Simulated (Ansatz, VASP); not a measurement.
**One calculation of SiC, two programs**

```xyz
2
Lattice="0.0000 2.1785 2.1785 2.1785 0.0000 2.1785 2.1785 2.1785 0.0000" Properties=species:S:1:pos:R:3 pbc="T T T"
Si    0.0000    0.0000    0.0000
C     1.0892    1.0892    1.0892
```

Alike in both runs: task single point; functional PBEsol; k mesh 10 × 10 × 10; occupations gaussian, width 0.02 eV; no spin polarisation.

|  | VASP | Ansatz |
| --- | --- | --- |
| version | VASP 6.6.1 | Ansatz 0.2.0 |
| potentials or method | VASP PAW PBE potentials, release 64 (Si, C), cutoff 600 eV | scalar-relativistic, plane waves, PAW |
| valence electrons in the cell | 8 | 8 |

```tsv
	VASP	Ansatz	Ansatz less VASP
gap on the k mesh at the Fermi level (eV)	1.23	1.24	+0.010
least direct gap on the mesh (eV)	4.44	4.46	+0.014
pressure (GPa)	0.2	0.0	-0.21
```

VASP's potentials were made for PBE, not for PBEsol, and Ansatz warns of the same on its side. The functional is the same, so the differences come from potentials, cutoffs and numerics.
